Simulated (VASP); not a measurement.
Set up this calculation in VASP 6.6.1, as the native input.

| Item | Value |
| --- | --- |
| Task | single point |
| Functional | PBEsol |
| Potentials or basis | VASP PAW PBE potentials, release 64 (Si, C) |
| Cutoff | 520 eV |
| k mesh | 10 × 10 × 10 |
| Occupations | gaussian, width 0.05 eV |
| Spin | no spin polarisation |
| Dipole correction | no |
| Further INCAR settings | ALGO = Normal; EDIFF = 1e-06; NBANDS = 11 |

The structure of SiC lies in POSCAR:

```
SiC
1.0
    0.0000000000      2.1783945700      2.1783945700
    2.1783945700      0.0000000000      2.1783945700
    2.1783945700      2.1783945700      0.0000000000
Si C
1 1
Direct
   -0.0035337897      0.0035337897      0.0035337897
    0.7582629659      0.7417370341      0.7417370341
```

This cell differs from its parent crystal: mode 4 frozen in at -0.036 Å and mode 5 at +0.000 Å (largest displacements).

The input as run:

INCAR

```
  ALGO = Normal
  EDIFF = 1E-6
  ENCUT = 520
  GGA = PS
  ISIF = 2
  ISMEAR = 0
  LASPH = True
  LCHARG = True
  LELF = True
  LREAL = False
  LVHAR = True
  LWAVE = False
  NBANDS = 11
  NELM = 100
  PREC = Accurate
  SIGMA = 0.05
```

KPOINTS

```
k-points
0
Gamma
  10 10 10
```

Potentials or basis: VASP PAW PBE potentials, release 64 (Si, C).

The run is started by

```console
$ cat potpaw_PBE.64/Si/POTCAR potpaw_PBE.64/C/POTCAR > POTCAR
$ mpirun -np 1 vasp_std > vasp.out
```

Results of the run:

| Property | Result |
| --- | --- |
| Pressure | 0.7 GPa |
| Largest force | 0.984 eV/Å |
| Band gap on the k mesh | 0.99 eV, indirect (least direct gap 4.32 eV) |

Caveat: the cell differs from its parent crystal (mode 4 frozen in at -0.036 Å and mode 5 at +0.000 Å (largest displacements)); the PAW data sets were made with another functional, which shifts forces and pressure a little.

Run time: 10 s on 1 thread of Intel(R) Xeon(R) 6975P-C (Granite Rapids), with other jobs on the host, peak memory 0.15 GiB.
